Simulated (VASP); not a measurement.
# AlN (P6_3/mmc) in VASP: a series of runs, part 2 of 2

VASP 6.6.1. Earlier steps stand in the parts before.

### 3 Relaxation of cell and atoms, PBE

This run uses another cell than the first one, of 8.06 Å³/atom, 0.830 times its volume.

INCAR

```
SYSTEM = AlN
PREC = Accurate
ENCUT = 600
EDIFF = 1E-6
ISMEAR = -1
SIGMA = 0.02
LREAL = .False.
LASPH = .True.
NELM = 60
ALGO = Normal
ISIF = 3
LWAVE = .False.
LCHARG = .False.
GGA = PE
IBRION = 2
NSW = 80
EDIFFG = -0.005
```

KPOINTS

```
regular mesh
0
Gamma
  12 12 6
  0 0 0
```

POSCAR

```
AlN
1.0
    3.0998302512      0.0000000000      0.0000000000
   -1.5499151256      2.6845317450      0.0000000000
    0.0000000000      0.0000000000      3.8745819000
Al N
2 2
Direct
    0.3333333333      0.6666666667      0.2500000000
    0.6666666667      0.3333333333      0.7500000000
    0.6666666667      0.3333333333      0.2500000000
    0.3333333333      0.6666666667      0.7500000000
```

Potentials or basis: VASP PAW PBE potentials, release 64 (Al, N).

Command:

```console
$ cat potpaw_PBE.64/Al/POTCAR potpaw_PBE.64/N/POTCAR > POTCAR
$ mpirun -np 1 vasp_std > vasp.out
```

It took 2.5 min on 1 thread of Intel Xeon Platinum 8259CL at 2.50GHz (Skylake/Cascade Lake), shared host; peak memory 0.18 GiB.

It converged, with:

```
Free energy                            : -29.3144 eV
Relaxed volume                         : 9.94 Å³/atom
Relaxed cell                           : a = 3.313 Å, b = 3.313 Å, c = 4.186 Å, α = 90.00°, β = 90.00°, γ = 120.00°
Space group after relaxing (to 0.05 Å) : P6_3/mmc (No. 194)
Energy gained by relaxing              : 321.7 meV/atom
Ionic steps                            : 9
Pressure after relaxing                : 0.0 GPa
Band gap on the k mesh                 : 3.27 eV, direct
```

Stress tensor (GPa, compression positive):
```
-0.03  0.00  0.00
 0.00 -0.03  0.00
 0.00  0.00  0.07
```

The path:
```tsv
step	energy change (eV)	largest force (eV/Å)	pressure (GPa)	volume (Å³)
1	0.0000	0.0000	65.19	32.24
2	-0.0644	0.0000	-31.01	50.09
3	-1.2801	0.0000	-1.60	40.02
4	-1.2818	0.0000	-0.28	39.76
5	-1.2817	0.0000	0.57	39.60
6	-1.2853	0.0000	0.52	39.64
7	-1.2865	0.0000	0.54	39.67
8	-1.2865	0.0000	-0.53	39.88
9	-1.2867	0.0000	0.01	39.78
```

Final structure:
```
CELL_PARAMETERS angstrom
3.31253 0.00000 0.00000
-1.65626 2.86873 0.00000
0.00000 0.00000 4.18594
ATOMIC_POSITIONS crystal
Al 0.33333 0.66667 0.25000
Al 0.66667 0.33333 0.75000
N 0.66667 0.33333 0.25000
N 0.33333 0.66667 0.75000
```

Levels at points of the mesh, in eV from the valence-band top:
```
           k point  band 4  band 5  band 6  band 7  band 8  band 9  band 10  band 11  band 12
(0.00, 0.00, 0.00)   -3.27   -3.27   -1.61   -1.61    0.00    3.27     4.40     8.24     8.24
(0.50, 0.00, 0.00)   -4.72   -4.48   -4.31   -2.88   -1.46    3.88     7.09     7.21     9.34
(0.00, 0.00, 0.50)   -3.72   -2.48   -2.48   -2.48   -2.48    5.66     5.66     8.43     8.43
(0.50, 0.00, 0.50)   -7.24   -3.24   -3.24   -1.73   -1.73    5.07     5.07     9.26     9.26
```

Caveat: the volume moved by over 15 % at a fixed basis, so the end points are rough. A k mesh can miss the band edges.

### 4 Relaxation of cell and atoms, PBEsol

This run uses another cell than the first one, of 9.96 Å³/atom, 1.026 times its volume.

INCAR

```
SYSTEM = AlN
PREC     = Accurate       ! precision mode
ENCUT    = 600            ! plane-wave cutoff, eV
EDIFF    = 1E-6           ! SCF threshold, eV
ISMEAR   = -1             ! smearing method
SIGMA    = 0.02           ! smearing width, eV
LREAL    = .FALSE.        ! projectors in reciprocal space
LASPH    = .TRUE.         ! aspherical terms in the spheres
NELM     = 60             ! most SCF steps
ALGO     = Normal         ! electronic algorithm
ISIF     = 3              ! what is computed and relaxed
LWAVE    = .FALSE.        ! write WAVECAR
LCHARG   = .FALSE.        ! write CHGCAR
GGA      = PS             ! functional
IBRION   = 2              ! ionic algorithm
NSW      = 80             ! ionic steps
EDIFFG   = -0.005         ! ionic threshold
```

KPOINTS

```
Automatic mesh
0
G
  12 12 6
  0 0 0
```

POSCAR

```
AlN
1.0
    3.3144687359      0.0000000000      0.0000000000
   -1.6572343680      2.8704141254      0.0000000000
    0.0000000000      0.0000000000      4.1862269413
Al N
2 2
Direct
    0.3333333333      0.6666666667      0.2500000000
    0.6666666667      0.3333333333      0.7500000000
    0.6666666667      0.3333333333      0.2500000000
    0.3333333333      0.6666666667      0.7500000000
```

Command:

```console
$ cat potpaw_PBE.64/Al/POTCAR potpaw_PBE.64/N/POTCAR > POTCAR
$ mpirun -np 1 vasp_std > vasp.out
```

Wall time 1.9 min (1 thread of Intel Xeon Platinum 8259CL at 2.50GHz (Skylake/Cascade Lake), shared host); peak memory 0.19 GiB.

It converged, with:

```
Free energy                            : -30.9503 eV
Relaxed volume                         : 9.76 Å³/atom
Relaxed cell                           : a = 3.301 Å, b = 3.301 Å, c = 4.139 Å, α = 90.00°, β = 90.00°, γ = 120.00°
Space group after relaxing (to 0.05 Å) : P6_3/mmc (No. 194)
Energy gained by relaxing              : 2.5 meV/atom
Ionic steps                            : 8
Pressure after relaxing                : 0.0 GPa
Band gap on the k mesh                 : 3.35 eV, direct
```

Step by step:
| step | energy change (eV) | largest force (eV/Å) | pressure (GPa) | volume (Å³) |
| --- | --- | --- | --- | --- |
| 1 | 0.0000 | 0.0000 | -3.96 | 39.83 |
| 2 | -0.0020 | 0.0000 | 3.77 | 38.42 |
| 3 | -0.0094 | 0.0000 | 0.02 | 39.08 |
| 4 | -0.0094 | 0.0000 | 0.11 | 39.06 |
| 5 | -0.0099 | 0.0000 | 0.10 | 39.05 |
| 6 | -0.0100 | 0.0000 | 0.09 | 39.04 |
| 7 | -0.0100 | 0.0000 | -0.10 | 39.07 |
| 8 | -0.0101 | 0.0000 | 0.00 | 39.05 |

Final structure:
```cif
data_structure
_symmetry_space_group_name_H-M 'P 1'
_symmetry_Int_Tables_number 1
_cell_length_a 3.3009
_cell_length_b 3.3009
_cell_length_c 4.1387
_cell_angle_alpha 90.000
_cell_angle_beta 90.000
_cell_angle_gamma 120.000
_cell_volume 39.05
loop_
_atom_site_label
_atom_site_type_symbol
_atom_site_fract_x
_atom_site_fract_y
_atom_site_fract_z
_atom_site_occupancy
Al1 Al 0.33333 0.66667 0.25000 1
Al2 Al 0.66667 0.33333 0.75000 1
N1 N 0.66667 0.33333 0.25000 1
N2 N 0.33333 0.66667 0.75000 1
```

Levels at points of the mesh, in eV from the valence-band top:
| k point | band 5 | band 6 | band 7 | band 8 | band 9 | band 10 | band 11 | band 12 |
| --- | --- | --- | --- | --- | --- | --- | --- | --- |
| (0.00, 0.00, 0.00) | -3.33 | -1.60 | -1.60 | 0.00 | 3.35 | 4.49 | 8.22 | 8.22 |
| (0.50, 0.00, 0.00) | -4.57 | -4.27 | -2.96 | -1.40 | 3.82 | 7.16 | 7.27 | 9.11 |
| (0.00, 0.00, 0.50) | -2.51 | -2.51 | -2.51 | -2.51 | 5.71 | 5.71 | 8.38 | 8.38 |
| (0.50, 0.00, 0.50) | -3.29 | -3.29 | -1.76 | -1.76 | 5.06 | 5.06 | 9.47 | 9.47 |

Caveat: the PAW data sets were made with another functional, which shifts forces and pressure a little.

### 5 Relaxation of cell and atoms, LDA

This run uses another cell than the first one, of 9.96 Å³/atom, 1.026 times its volume.

INCAR

```
PREC = Accurate
ENCUT = 600
EDIFF = 1E-6
ISMEAR = -1
SIGMA = 0.02
LREAL = False
LASPH = True
NELM = 60
ALGO = Normal
ISIF = 3
LWAVE = False
LCHARG = False
GGA = CA
IBRION = 2
NSW = 80
EDIFFG = -0.005
```

KPOINTS

```
Automatic mesh
0
Gamma
  12 12 6
```

POSCAR is that of step 4.

Potentials or basis: VASP PAW LDA potentials, release 64 (Al, N).

Command:

```console
$ cat potpaw_LDA.64/Al/POTCAR potpaw_LDA.64/N/POTCAR > POTCAR
$ mpirun -np 1 vasp_std > vasp.out
```

Wall time 2.3 min (1 thread of Intel Xeon Platinum 8259CL at 2.50GHz (Skylake/Cascade Lake), shared host); peak memory 0.17 GiB.

The run converged. Its results:

```
Free energy                            : -32.4863 eV
Relaxed volume                         : 9.55 Å³/atom
Relaxed cell                           : a = 3.279 Å, b = 3.279 Å, c = 4.101 Å, α = 90.00°, β = 90.00°, γ = 120.00°
Space group after relaxing (to 0.05 Å) : P6_3/mmc (No. 194)
Energy gained by relaxing              : 11.3 meV/atom
Ionic steps                            : 10
Pressure after relaxing                : 0.0 GPa
Band gap on the k mesh                 : 3.62 eV, direct
```

Stress tensor (GPa, compression positive):
```
-0.03  0.00  0.00
 0.00 -0.03  0.00
 0.00  0.00  0.07
```

The path:
```tsv
step	energy change (eV)	largest force (eV/Å)	pressure (GPa)	volume (Å³)
1	0.0000	0.0000	-8.57	39.83
2	-0.0057	0.0000	9.05	36.84
3	-0.0439	0.0000	-0.05	38.24
4	-0.0439	0.0000	0.13	38.21
5	-0.0451	0.0000	0.15	38.18
6	-0.0454	0.0000	0.17	38.16
7	-0.0454	0.0000	0.17	38.16
8	-0.0454	0.0000	0.17	38.16
9	-0.0454	0.0000	-0.17	38.22
10	-0.0454	0.0000	0.00	38.19
```

Final structure:
```yaml
crystal:
  lattice:
    - [3.27937, 0.00000, 0.00000]
    - [-1.63968, 2.84002, 0.00000]
    - [0.00000, 0.00000, 4.10064]
  atoms:
    - { symbol: Al, position: [0.33333, 0.66667, 0.25000] }
    - { symbol: Al, position: [0.66667, 0.33333, 0.75000] }
    - { symbol: N, position: [0.66667, 0.33333, 0.25000] }
    - { symbol: N, position: [0.33333, 0.66667, 0.75000] }
```

Levels at points of the mesh, in eV from the valence-band top:
```tsv
k point	band 6	band 7	band 8	band 9	band 10	band 11
(0.00, 0.00, 0.00)	-1.62	-1.62	0.00	3.62	4.58	8.24
(0.50, 0.00, 0.00)	-4.27	-3.01	-1.40	3.84	7.24	7.48
(0.00, 0.00, 0.50)	-2.55	-2.55	-2.55	5.86	5.86	8.40
(0.50, 0.00, 0.50)	-3.33	-1.78	-1.78	5.15	5.15	9.63
```

### 6 Overview

| task | level | potentials or basis | cell | cutoff (eV) | smearing | gap on the mesh (eV) | pressure (GPa) | relaxed volume (Å³/atom) |
| --- | --- | --- | --- | --- | --- | --- | --- | --- |
| single point | r2SCAN | VASP PAW PBE potentials, release 64 (Al, N) | a = 3.292, b = 3.292, c = 4.137 Å, angles 90.0, 90.0, 120.0°, 4 atoms | 520 | gaussian 0.01 eV | 4.06 | -0.6 | - |
| relaxation of cell and atoms | PBE | VASP PAW PBE potentials, release 64 (Al, N) | relaxed from a = 3.100, b = 3.100, c = 3.875 Å, angles 90.0, 90.0, 120.0°, 4 atoms | 600 | fermi-dirac 0.02 eV | 3.27 | 0.0 | 9.94 |
| relaxation of cell and atoms | PBEsol | VASP PAW PBE potentials, release 64 (Al, N) | relaxed from a = 3.314, b = 3.314, c = 4.186 Å, angles 90.0, 90.0, 120.0°, 4 atoms | 600 | fermi-dirac 0.02 eV | 3.35 | 0.0 | 9.76 |
| relaxation of cell and atoms | LDA | VASP PAW LDA potentials, release 64 (Al, N) | relaxed from a = 3.314, b = 3.314, c = 4.186 Å, angles 90.0, 90.0, 120.0°, 4 atoms | 600 | fermi-dirac 0.02 eV | 3.62 | 0.0 | 9.55 |

Alike in all rows: no spin polarisation; k mesh 12 × 12 × 6.

Caveats: the PAW data sets were made with another functional, which shifts forces and pressure a little (some runs); the volume moved by over 15 % at a fixed basis, so the end points are rough (some runs).

Total energies depend on the potentials used, so only differences within one code and one set of settings carry meaning.
